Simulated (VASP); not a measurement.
Input of a VASP 6.6.1 run:

File INCAR:

```
PREC = Accurate
ENCUT = 520
EDIFF = 1E-6
ISMEAR = -1
SIGMA = 0.08
LREAL = F
LASPH = T
NELM = 100
ALGO = Normal
ISIF = 2
LWAVE = F
LCHARG = F
LDIPOL = T
IDIPOL = 3
DIPOL = 0.5 0.5 0.500
GGA = PE
NBANDS = 16
EFIELD = -0.2
```

The input KPOINTS:

```
regular mesh
0
Gamma
  16 16 1
```

POSCAR

```
Al
1.0
    2.8574853682      0.0000000000      0.0000000000
   -1.4287426841      2.4746549198      0.0000000000
    0.0000000000      0.0000000000     25.3325000000
Al
5
Direct
    0.8333333333      0.1666666667      0.3137545030
    0.1666666667      0.8333333333      0.4073592054
    0.5000000000      0.5000000000      0.4999999998
    0.8333333333      0.1666666667      0.5926407961
    0.1666666667      0.8333333333      0.6862454957
```

Potentials or basis: VASP PAW PBE potentials, release 64 (Al).

Launch:

```console
$ cat potpaw_PBE.64/Al/POTCAR > POTCAR
$ mpirun -np 1 vasp_std > vasp.out
```

Problem. Estimate the largest force.

Solution. 0.003 eV/Å.

Problem. Predict the band gap on the k mesh.

Solution. Zero (an odd number of electrons rules out a gap without spin polarisation).

Forces on the atoms (eV/Å):
```
Al   0.000  0.000  0.001
Al   0.000  0.000 -0.001
Al   0.000  0.000  0.002
Al   0.000  0.000 -0.003
Al   0.000  0.000  0.002
```
